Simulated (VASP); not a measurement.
Crystal: Al2B2As.

```xyz
5
Lattice="2.7991 0.0000 0.0000 -1.3996 2.4241 0.0000 0.0000 0.0000 11.2784" Properties=species:S:1:pos:R:3 pbc="T T T"
Al    0.0000    0.0000    2.6702
Al    0.0000    0.0000    8.6081
B     0.0000    0.0000    6.4522
B     0.0000    0.0000    4.8261
As    0.0000    0.0000    0.0000
```

The cell was generated, and may not be a known phase.

* Program: VASP 6.6.1
* Task: relaxation of cell and atoms
* Functional: PBE
* Potentials or basis: VASP PAW PBE potentials, release 64 (Al, B, As)
* Cutoff: 600 eV
* k mesh: 18 × 18 × 4
* Occupations: gaussian, width 0.1 eV
* Spin: no spin polarisation

At the start: pressure -1.2 GPa; volume 15.31 Å³/atom.

Q: Where does the relaxation end?

A: Over 15 steps the energy falls by 6.0 meV/atom and the volume is 15.10 Å³/atom (-1.3 %); space group P6/mmm (No. 191, to 0.1 Å) before and after.

The path:
```tsv
step	energy change (eV)	largest force (eV/Å)	pressure (GPa)	volume (Å³)
1	0.0000	0.3906	-1.25	76.53
2	-0.0101	0.4871	0.68	75.21
3	-0.0117	0.2343	0.13	75.56
4	-0.0234	0.1391	0.58	74.95
5	-0.0247	0.1138	0.80	74.68
6	-0.0275	0.0999	0.03	75.29
7	-0.0277	0.1312	-0.24	75.51
8	-0.0289	0.0951	-0.23	75.73
9	-0.0289	0.0732	-0.23	75.70
10	-0.0296	0.0183	-0.04	75.59
11	-0.0296	0.0122	0.02	75.55
12	-0.0298	0.0278	-0.01	75.54
13	-0.0299	0.0432	-0.04	75.53
14	-0.0299	0.0406	0.04	75.50
15	-0.0299	0.0089	0.01	75.52
```

Final structure:
```cif
data_structure
_symmetry_space_group_name_H-M 'P 1'
_symmetry_Int_Tables_number 1
_cell_length_a 2.7586
_cell_length_b 2.7586
_cell_length_c 11.4586
_cell_angle_alpha 90.000
_cell_angle_beta 90.000
_cell_angle_gamma 120.000
_cell_volume 75.52
loop_
_atom_site_label
_atom_site_type_symbol
_atom_site_fract_x
_atom_site_fract_y
_atom_site_fract_z
_atom_site_occupancy
Al1 Al 0.00000 0.00000 0.24116 1
Al2 Al 0.00000 0.00000 0.75884 1
B1 B 0.00000 0.00000 0.57002 1
B2 B 0.00000 0.00000 0.42998 1
As1 As 0.00000 0.00000 0.00000 1
```

Caveat: the highest band is partly filled, so the run has too few bands.
